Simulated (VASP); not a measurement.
Write the native input for VASP 6.6.1 that does the following.

```yaml
Task: single point
Functional: LDA
Potentials_or_basis: VASP PAW LDA potentials, release 64 (Ti_sv, Pt)
Cutoff: 520 eV
k_mesh: 12 × 12 × 12
Occupations: methfessel-paxton, width 0.1 eV
Spin: no spin polarisation
Dipole_correction: no
Further_INCAR_settings: ALGO = Normal; EDIFF = 1e-06; NBANDS = 29
```

The structure of TiPt3 lies in POSCAR:

```
TiPt3
1.0
    3.8729266009      0.0000000000      0.0000000000
    0.0000000000      3.8729266009      0.0000000000
    0.0000000000      0.0000000000      3.8729266009
Ti Pt
1 3
Direct
    0.0000000000      0.0000000000      0.0000000000
    0.0000000000      0.5000000000      0.5000000000
    0.5000000000      0.0000000000      0.5000000000
    0.5000000000      0.5000000000      0.0000000000
```

These files were run (other wordings do the same):

INCAR

```
SYSTEM = TiPt3
PREC     = Accurate       ! precision mode
ENCUT    = 520            ! plane-wave cutoff, eV
EDIFF    = 1E-6           ! SCF threshold, eV
ISMEAR   = 1              ! smearing method
SIGMA    = 0.1            ! smearing width, eV
LREAL    = .FALSE.        ! projectors in reciprocal space
LASPH    = .TRUE.         ! aspherical terms in the spheres
NELM     = 60             ! most SCF steps
ALGO     = Normal         ! electronic algorithm
ISIF     = 2              ! what is computed and relaxed
LWAVE    = .FALSE.        ! write WAVECAR
LCHARG   = .FALSE.        ! write CHGCAR
NBANDS   = 29             ! bands
```

KPOINTS

```
Automatic mesh
0
G
  12 12 12
  0 0 0
```

Potentials or basis: VASP PAW LDA potentials, release 64 (Ti_sv, Pt).

Command:

```bash
$ cat potpaw_LDA.64/Ti_sv/POTCAR potpaw_LDA.64/Pt/POTCAR > POTCAR
$ mpirun -np 1 vasp_std > vasp.out
```

It gave:

```
Pressure               : 0.8 GPa
Band gap on the k mesh : zero (bands 21 and 22 overlap by 1.87 eV)
```

Caveat: spin-orbit coupling is left out, which moves the levels of the heavy elements.

It took 2.7 min on 1 thread of AMD EPYC 7R13 (shared host), peak memory 0.21 GiB.
